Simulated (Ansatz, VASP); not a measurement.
# One calculation of Si3C2, two programs

Contents of INCAR:

```
SYSTEM = Si3C2
PREC     = Accurate       ! precision mode
ENCUT    = 520            ! plane-wave cutoff, eV
EDIFF    = 1E-6           ! SCF threshold, eV
ISMEAR   = 0              ! smearing method
SIGMA    = 0.1            ! smearing width, eV
LREAL    = .False.        ! projectors in reciprocal space
LASPH    = .True.         ! aspherical terms in the spheres
NELM     = 100            ! most SCF steps
ALGO     = Normal         ! electronic algorithm
ISIF     = 2              ! what is computed and relaxed
LWAVE    = .False.        ! write WAVECAR
LCHARG   = .False.        ! write CHGCAR
GGA      = PE             ! functional
NBANDS   = 31             ! bands
```

Contents of KPOINTS:

```
regular mesh
0
Gamma
  6 6 6
  0 0 0
```

The input POSCAR:

```
Si3C2
1.0
    2.6830504695      1.5490599108      4.8835547698
   -2.6830504695      1.5490599108      4.8835547698
    0.0000000000     -3.0981198217      4.8835547698
Si C
6 4
Direct
    0.0562500000      0.4437500000      0.7500000000
    0.7500000000      0.0562500000      0.4437500000
    0.4437500000      0.7500000000      0.0562500000
    0.9437500000      0.5562500000      0.2500000000
    0.2500000000      0.9437500000      0.5562500000
    0.5562500000      0.2500000000      0.9437500000
    0.8521800000      0.8521800000      0.8521800000
    0.6478200000      0.6478200000      0.6478200000
    0.1478200000      0.1478200000      0.1478200000
    0.3521800000      0.3521800000      0.3521800000
```

Input for Ansatz:

```yaml
crystal:
  lattice:
    - [2.6830504695, 1.5490599108, 4.8835547698]
    - [-2.6830504695, 1.5490599108, 4.8835547698]
    - [0.0, -3.0981198217, 4.8835547698]
  atoms:
    - { symbol: Si, position: [0.05625, 0.44375, 0.75] }
    - { symbol: Si, position: [0.75, 0.05625, 0.44375] }
    - { symbol: Si, position: [0.44375, 0.75, 0.05625] }
    - { symbol: Si, position: [0.94375, 0.55625, 0.25] }
    - { symbol: Si, position: [0.25, 0.94375, 0.55625] }
    - { symbol: Si, position: [0.55625, 0.25, 0.94375] }
    - { symbol: C, position: [0.85218, 0.85218, 0.85218] }
    - { symbol: C, position: [0.64782, 0.64782, 0.64782] }
    - { symbol: C, position: [0.14782, 0.14782, 0.14782] }
    - { symbol: C, position: [0.35218, 0.35218, 0.35218] }
basis:
  ecutwfc: 420
kpoints:
  mp_grid: { grid: [6, 6, 6] }
hamiltonian:
  xc: pbe
scf:
  occupations: { method: gaussian, width: 0.1 }
  lower_state_search: "off"
output:
  forces: true
  stress: true
  eigenvalues: true
```

Alike in both runs: task single point; functional PBE; k mesh 6 × 6 × 6; occupations gaussian, width 0.1 eV; no spin polarisation.

|  | VASP | Ansatz |
| --- | --- | --- |
| version | VASP 6.6.1 | Ansatz 0.2.0 |
| potentials or method | VASP PAW PBE potentials, release 64 (Si, C), cutoff 520 eV | scalar-relativistic, plane waves, PAW |
| valence electrons in the cell | 40 | 40 |

|  | VASP | Ansatz | Ansatz less VASP |
| --- | --- | --- | --- |
| gap on the k mesh at the Fermi level (eV) | none | none | - |
| pressure (GPa) | -9.9 | -9.9 | -0.06 |
| traceless stress, the component that is largest in VASP (GPa) | 6.45 | 6.47 | +0.016 |
| rms of the force components (eV/Å) | 0.260 | 0.259 | -0.0004 |

Atom by atom the forces differ by 0.001 eV/Å (rms over components). A gap of «none» marks a metal or a gap that the smearing closes. The functional is the same, so the differences come from potentials, cutoffs and numerics.
